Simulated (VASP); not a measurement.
# Ti (P6/mmm) in VASP: a series of runs

Ti is run at these levels: LDA; tasks: relaxation of cell and atoms.

Program: VASP 6.6.1. These are calculated values, not measurements. Logs are shortened: lines on timing, memory, paths and dates and some standing lists are left out, and cuts for length are marked.

**1. The cell of the first run**

The structure is hexagonal, space group P6/mmm (No. 191). Conventional cell: a = 2.360 Å, b = 2.360 Å, c = 2.322 Å, α = 90.00°, β = 90.00°, γ = 120.00°. Ti (site symmetry 6/mmm) has 8 Ti at 2.32 to 2.36 Å within 3.1 Å.

**2. Relaxation of cell and atoms, LDA, target pressure 75 GPa, at which the enthalpy is minimised**

Input file INCAR:

```
PREC = Accurate
ENCUT = 600
EDIFF = 1E-6
ISMEAR = -1
SIGMA = 0.05
LREAL = False
LASPH = True
NELM = 100
ALGO = Normal
ISIF = 3
LWAVE = False
LCHARG = False
GGA = CA
IBRION = 2
NSW = 32
EDIFFG = -0.005
PSTRESS = 750.0
```

Input file KPOINTS:

```
Automatic mesh
0
Gamma
  18 18 17
```

Input file POSCAR:

```
Ti
1.0
    2.3600991769      0.0000000000      0.0000000000
   -1.1800495885      2.0439058426      0.0000000000
    0.0000000000      0.0000000000      2.3224897618
Ti
1
Direct
    0.0000000000      0.0000000000      0.0000000000
```

Potentials or basis: VASP PAW LDA potentials, release 64 (Ti_sv).

Started as:

```sh
$ cat potpaw_LDA.64/Ti_sv/POTCAR > POTCAR
$ mpirun -np 1 vasp_std > vasp.out
```

OUTCAR:

```text
PREC = Accurate
   ENCUT = 600
   EDIFF = 1E-6
   ISMEAR = -1
   LREAL = False
   LASPH = True
   NELM = 100
   ISIF = 3
   GGA = CA
   IBRION = 2
   NSW = 32
   EDIFFG = -0.005
   PSTRESS = 750.0

 ion  position               nearest neighbor table
   1  0.000  0.000  0.000-

  LATTYP: Found a hexagonal cell.
 ALAT       =     2.3600991769
 C/A-ratio  =     0.9840644768

  Lattice vectors:

 A1 = (   2.3600991769,   0.0000000000,   0.0000000000)
 A2 = (  -1.1800495885,   2.0439058426,   0.0000000000)
 A3 = (   0.0000000000,   0.0000000000,   2.3224897618)

Analysis of symmetry for initial positions (statically):
=====================================================================
 Subroutine PRICEL returns:
 Original cell was already a primitive cell.

 Routine SETGRP: Setting up the symmetry group for a
 hexagonal supercell.

 Subroutine GETGRP returns: Found 24 space group operations
 (whereof 24 operations were pure point group operations)
 out of a pool of 24 trial point group operations.

The static configuration has the point symmetry D_6h.

Analysis of symmetry for dynamics (positions and initial velocities):
=====================================================================
 Subroutine PRICEL returns:
 Original cell was already a primitive cell.

 Routine SETGRP: Setting up the symmetry group for a
 hexagonal supercell.

 Subroutine GETGRP returns: Found 24 space group operations
 (whereof 24 operations were pure point group operations)
 out of a pool of 24 trial point group operations.

The dynamic configuration has the point symmetry D_6h.

 Subroutine INISYM returns: Found 24 space group operations
 (whereof 24 operations are pure point group operations),
 and found     1 'primitive' translations

----------------------------------------------------------------------------------------

                                     Primitive cell

  volume of cell :      11.2033

  direct lattice vectors                    reciprocal lattice vectors
     2.360099177  0.000000000  0.000000000     0.423711007  0.244629664  0.000000000
    -1.180049588  2.043905843  0.000000000     0.000000000  0.489259328  0.000000000
     0.000000000  0.000000000  2.322489762     0.000000000  0.000000000  0.430572404

  length of vectors
     2.360099177  2.360099177  2.322489762     0.489259328  0.489259328  0.430572404

  position of ions in fractional coordinates (direct lattice)
     0.000000000  0.000000000  0.000000000

  ion indices of the primitive-cell ions
   primitive index   ion index
                 1           1

----------------------------------------------------------------------------------------

 KPOINTS: Automatic mesh

Automatic generation of k-mesh.
 Grid dimensions read from file:
 generate k-points for:   18   18   17

 Generating k-lattice:

  Cartesian coordinates                     Fractional coordinates (reciprocal lattice)
     0.023539500  0.013590537  0.000000000     0.055555556  0.000000000  0.000000000
     0.000000000  0.027181074  0.000000000     0.000000000  0.055555556  0.000000000
     0.000000000  0.000000000  0.025327788     0.000000000  0.000000000  0.058823529

  Length of vectors
     0.027181074  0.027181074  0.025327788

  Shift w.r.t. Gamma in fractional coordinates (k-lattice)
     0.000000000  0.000000000  0.000000000

 Subroutine IBZKPT returns following result:
 ===========================================

 Found    333 irreducible k-points:

 Following reciprocal coordinates:
            Coordinates               Weight
  0.000000  0.000000  0.000000      1.000000
  0.055556  0.000000  0.000000      6.000000
  0.111111  0.000000  0.000000      6.000000
  0.166667  0.000000  0.000000      6.000000
  0.222222  0.000000  0.000000      6.000000
  0.277778  0.000000  0.000000      6.000000
[... 16 lines left out ...]
  0.333333  0.111111  0.000000     12.000000
  0.388889  0.111111  0.000000     12.000000
 [... further k-points ...]
   k-points           NKPTS =    333   k-points in BZ     NKDIM =    333   number of bands    NBANDS=     10
   number of dos      NEDOS =    301   number of ions     NIONS =      1
   total plane-waves  NPLWV =   8000
   dimension x,y,z NGX =    20 NGY =   20 NGZ =   20
   dimension x,y,z NGXF=    40 NGYF=   40 NGZF=   40
   ions per type =               1
   NGX,Y,Z   is equivalent  to a cutoff of  14.09, 14.09, 14.32 a.u.
   NGXF,Y,Z  is equivalent  to a cutoff of  28.18, 28.18, 28.63 a.u.
 SYSTEM =  unknown system
   PREC   = accura    normal or accurate (medium, high low for compatibility)
   ISTART =      0    job   : 0-new  1-cont  2-samecut
   ICHARG =      2    charge: 1-file 2-atom 10-const
   ISPIN  =      1    spin polarized calculation?
   LNONCOLLINEAR =      F non collinear calculations
   LSORBIT =      F    spin-orbit coupling
   LASPH  =      T    aspherical Exc in radial PAW
   ENCUT  =  600.0 eV  44.10 Ry    6.64 a.u.   4.71  4.71  4.64*2*pi/ulx,y,z
   NELM   =    100;   NELMIN=  2; NELMDL= -5     # of ELM steps
   EDIFF  = 0.1E-05   stopping-criterion for ELM
   LREAL  =      F    real-space projection
   EDIFFG = -.5E-02   stopping-criterion for IOM
   NSW    =     32    number of steps for IOM
   IBRION =      2    ionic relax: 0-MD 1-quasi-New 2-CG
   NFREE  =      1    steps in history (QN), initial steepest desc. (CG)
   ISIF   =      3    stress and relaxation
   ISYM   =      2    0-nonsym 1-usesym 2-fastsym
   POTIM  = 0.5000    time-step for ionic-motion
   TEBEG  =    0.0;   TEEND  =   0.0 temperature during run
   PSTRESS=  750.0 pullay stress
   NELECT =      12.0000    total number of electrons
   NUPDOWN=      -1.0000    fix difference up-down
   EMIN   =  10.00;   EMAX   =-10.00  energy-range for DOS
   EFERMI =   0.00;   METHOD = LEGACY
   ISMEAR =    -1;   SIGMA  =   0.05  broadening in eV -4-tet -1-fermi 0-gaus
   EFERMI_NEDOS =   21; number of points for ismear=-14 and -15
   IALGO  =     38    algorithm
   IMIX   =      4    mixing-type and parameters
     AMIX     =   0.40;   BMIX     =  1.00
     AMIX_MAG =   1.60;   BMIX_MAG =  1.00
  volume/ion in A,a.u.               =      11.20        75.60
  Fermi-wavevector in a.u.,A,eV,Ry     =   1.675021  3.165331 38.173804  2.805695
  Thomas-Fermi vector in A             =   2.759714
   LORBIT       =      0    0 simple, 1 ext, 2 COOP (PROOUT), +10 PAW based schemes
   GGA     = CA    functional components
   LHFCALC =     F    Hartree Fock is set to
   AEXX    =    0.0000 exact exchange contribution
   IVDW    =     0    specifies the selected vdW correction
   LEPSILON=     F    determine dielectric tensor
   LRPA    =     F    only Hartree local field effects (RPA)
 conjugate gradient relaxation of ions
 non-spin polarized calculation
  energy-cutoff  :      600.00
  volume of cell :       11.20
 maximum number of plane-waves:       399
 NGX is ok and might be reduce to    20
   NGX =  9   NGY =  9   NGZ =  9

--------------------------------------- Ionic step        1  -------------------------------------------

 number of electron      12.0000002 magnetization

 Free energy of the ion-electron system (eV)
  ---------------------------------------------------
  ext. energy  EPLUGINS =         0.00000000
  ---------------------------------------------------
  free energy    TOTEN  =        -7.34467951 eV

  energy without entropy =       -7.33828977  energy(sigma->0) =       -7.34148464

------------------------ aborting loop because EDIFF is reached ----------------------------------------

  FORCE on cell =-STRESS in cart. coord.  units (eV):
  Direction    XX          YY          ZZ          XY          YZ          ZX
  --------------------------------------------------------------------------------------
  -------------------------------------------------------------------------------------
  Total        5.2784153      5.2784153      5.2588061     -0.0000000     -0.0000000      0.0000000
  in kB      754.8648375    754.8648375    752.0605211     -0.0000000     -0.0000000      0.0000000
  external PRESSURE =       3.9300654 kB  Pullay stress =     750.0000000 kB
[... 90 lines left out ...]
  FREE ENERGIE OF THE ION-ELECTRON SYSTEM (eV)
  ---------------------------------------------------
  free  energy   TOTEN  =        -7.3490911833 eV

  energy  without entropy=       -7.3426966082  energy(sigma->0) =       -7.34589390

  enthalpy is  TOTEN    =        -2.1002903113 eV   P V=        5.2488008720

[... ionic steps 4 to 17 ...]

--------------------------------------- Ionic step       18  -------------------------------------------

 number of electron      12.0000002 magnetization

------------------------ aborting loop because EDIFF is reached ----------------------------------------

  FORCE on cell =-STRESS in cart. coord.  units (eV):
  Direction    XX          YY          ZZ          XY          YZ          ZX
  --------------------------------------------------------------------------------------
  -------------------------------------------------------------------------------------
  Total        5.2544522      5.2544522      5.2522958     -0.0000000     -0.0000000      0.0000000
  in kB      750.8136775    750.8136774    750.5055363     -0.0000000     -0.0000000      0.0000000
  external PRESSURE =       0.7109638 kB  Pullay stress =     750.0000000 kB
[... 59 lines left out ...]
  enthalpy is  TOTEN    =        -2.1002919003 eV   P V=        5.2489817479

--------------------------------------- Ionic step       20  -------------------------------------------

 number of electron      12.0000002 magnetization

 Free energy of the ion-electron system (eV)
  ---------------------------------------------------
  ext. energy  EPLUGINS =         0.00000000
  ---------------------------------------------------
  free energy    TOTEN  =        -7.34940928 eV

  energy without entropy =       -7.34300398  energy(sigma->0) =       -7.34620663

 E-fermi :  13.2442     XC(G=0): -13.9959

 val. band max:       13.2372641834   @ k =   0.3889   0.1667   0.1176
 cond. band min:      13.2442115809   @ k =   0.2222   0.1111   0.0588
 fundamental gap:      0.0069473975
 Fermi energy:        13.2441501620

 k-point     1 :       0.0000    0.0000    0.0000
  band No.  band energies     occupation
      1     -42.6013      2.00000
      2     -17.6883      2.00000
      3     -17.2868      2.00000
      4     -17.2868      2.00000
      5       7.1421      2.00000
      6      10.6556      2.00000
      7      14.5000      0.00000
      8      14.5000      0.00000
      9      19.5748      0.00000
     10      19.5748      0.00000
[... 287 lines left out ...]
 k-point    24 :       0.3889    0.1111    0.0000
  band No.  band energies     occupation
      1     -41.7819      2.00000
      2     -20.2397      2.00000
      3     -18.2083      2.00000
      4     -17.2812      2.00000
      5      10.0398      2.00000
      6      12.4980      2.00000
      7      15.4410      0.00000
      8      15.9290      0.00000
      9      18.4964      0.00000
     10      20.7809      0.00000

 [... further k-points ...]

------------------------ aborting loop because EDIFF is reached ----------------------------------------

  FORCE on cell =-STRESS in cart. coord.  units (eV):
  Direction    XX          YY          ZZ          XY          YZ          ZX
  --------------------------------------------------------------------------------------
  -------------------------------------------------------------------------------------
  Total        5.2517307      5.2517307      5.2497200     -0.0000000      0.0000000      0.0000000
  in kB      750.3734110    750.3734110    750.0861158     -0.0000000      0.0000000      0.0000000
  external PRESSURE =       0.2776459 kB  Pullay stress =     750.0000000 kB
[... 16 lines left out ...]
  FREE ENERGIE OF THE ION-ELECTRON SYSTEM (eV)
  ---------------------------------------------------
  free  energy   TOTEN  =        -7.3494092841 eV

  energy  without entropy=       -7.3430039797  energy(sigma->0) =       -7.34620663

  enthalpy is  TOTEN    =        -2.1002919973 eV   P V=        5.2491172867

 reached required accuracy - stopping structural energy minimisation
```

It took 3.6 min on 1 thread of Intel Xeon Platinum 8259CL at 2.50GHz (Skylake/Cascade Lake), shared host; peak memory 0.17 GiB.

Results:

```yaml
Free_energy: -7.3494 eV
Relaxed_volume: 11.21 Å³/atom
Relaxed_cell: a = 2.361 Å, b = 2.361 Å, c = 2.322 Å, α = 90.00°, β = 90.00°, γ = 120.00°
Space_group_after_relaxing_to_0.05_Å: P6/mmm (No. 191)
Energy_change_on_relaxing_the_enthalpy_is_what_falls: -4.7 meV/atom
Ionic_steps: 20
Pressure_after_relaxing: 75.0 GPa
Band_gap_on_the_k_mesh: zero (band 6 reaches 14.06 eV, above the bottom of band 7 at 12.42 eV)
```

Step by step:
| step | energy change (eV) | largest force (eV/Å) | pressure (GPa) | volume (Å³) |
| --- | --- | --- | --- | --- |
| 1 | 0.0000 | 0.0000 | 75.39 | 11.20 |
| 2 | -0.0208 | 0.0000 | 74.06 | 11.25 |
| 3 | -0.0044 | 0.0000 | 74.85 | 11.21 |
| 4 | -0.0035 | 0.0000 | 74.96 | 11.21 |
| 5 | -0.0034 | 0.0000 | 74.96 | 11.21 |
| 6 | -0.0017 | 0.0000 | 74.98 | 11.21 |
| 7 | -0.0025 | 0.0000 | 75.10 | 11.21 |
| 8 | -0.0033 | 0.0000 | 75.12 | 11.21 |
| 9 | -0.0048 | 0.0000 | 75.10 | 11.21 |
| 10 | -0.0081 | 0.0000 | 74.74 | 11.22 |
| 11 | -0.0058 | 0.0000 | 74.68 | 11.22 |
| 12 | -0.0051 | 0.0000 | 74.85 | 11.21 |
| 13 | -0.0050 | 0.0000 | 74.86 | 11.21 |
| 14 | -0.0049 | 0.0000 | 74.90 | 11.21 |
| 15 | -0.0049 | 0.0000 | 74.91 | 11.21 |
| 16 | -0.0014 | 0.0000 | 75.11 | 11.21 |
| 17 | -0.0033 | 0.0000 | 75.18 | 11.21 |
| 18 | -0.0044 | 0.0000 | 75.07 | 11.21 |
| 19 | -0.0046 | 0.0000 | 75.07 | 11.21 |
| 20 | -0.0047 | 0.0000 | 75.03 | 11.21 |

Final structure:
```yaml
crystal:
  lattice:
    - [2.36128, 0.00000, 0.00000]
    - [-1.18064, 2.04493, 0.00000]
    - [0.00000, 0.00000, 2.32226]
  atoms:
    - { symbol: Ti, position: [0.00000, 0.00000, 0.00000] }
```

Levels at points of the mesh, in eV from the Fermi level:
```
           k point  band 2  band 3  band 4  band 5  band 6  band 7  band 8  band 9  band 10
(0.00, 0.00, 0.00)  -30.93  -30.53  -30.53   -6.10   -2.59    1.26    1.26    6.33     6.33
(0.50, 0.00, 0.00)  -33.67  -31.21  -30.53   -3.89   -0.69    2.47    3.15    5.57     7.06
```

Caveat: the cell is relaxed towards a set pressure, so the enthalpy falls and the energy may rise.

(Continued in part 2 of 2.)
